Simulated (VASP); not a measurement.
Wanted: the native input for a VASP 6.6.1 run.

```
Task                   : single point
Functional             : PBE
Potentials or basis    : VASP PAW PBE potentials, release 64 (Ir)
Cutoff                 : 520 eV
k mesh                 : 22 × 22 × 22
Occupations            : gaussian, width 0.15 eV
Spin                   : no spin polarisation
Dipole correction      : no
Further INCAR settings : ALGO = Normal; EDIFF = 1e-06; NBANDS = 10
```

The structure of Ir lies in POSCAR:

```
Ir
1.0
    0.0000000000      2.1821993008      1.5218657924
    2.1821993008      0.0000000000      1.5218657924
    2.1821993008      2.1821993008      0.0000000000
Ir
1
Direct
    0.0000000000      0.0000000000      0.0000000000
```

The input as run:

INCAR

```
SYSTEM = Ir
PREC = Accurate ; ENCUT = 520
EDIFF = 1E-6 ; ISMEAR = 0
SIGMA = 0.15 ; LREAL = .FALSE.
LASPH = .TRUE. ; NELM = 60
ALGO = Normal ; ISIF = 2
LWAVE = .FALSE. ; LCHARG = .FALSE.
GGA = PE ; NBANDS = 10
```

KPOINTS

```
regular mesh
0
G
  22 22 22
  0 0 0
```

Potentials or basis: VASP PAW PBE potentials, release 64 (Ir).

Command:

```console
$ cat potpaw_PBE.64/Ir/POTCAR > POTCAR
$ mpirun -np 1 vasp_std > vasp.out
```

It gave:

The pressure is 13.2 GPa and the band gap on the k mesh is zero (an odd number of electrons rules out a gap without spin polarisation).

Caveat: the cell stands under pressure; spin-orbit coupling is left out, which moves the levels of the heavy elements.

Wall time 60 s on 1 thread of Intel(R) Xeon(R) Platinum 8559C (Emerald Rapids), on a shared host, peak memory 0.24 GiB.
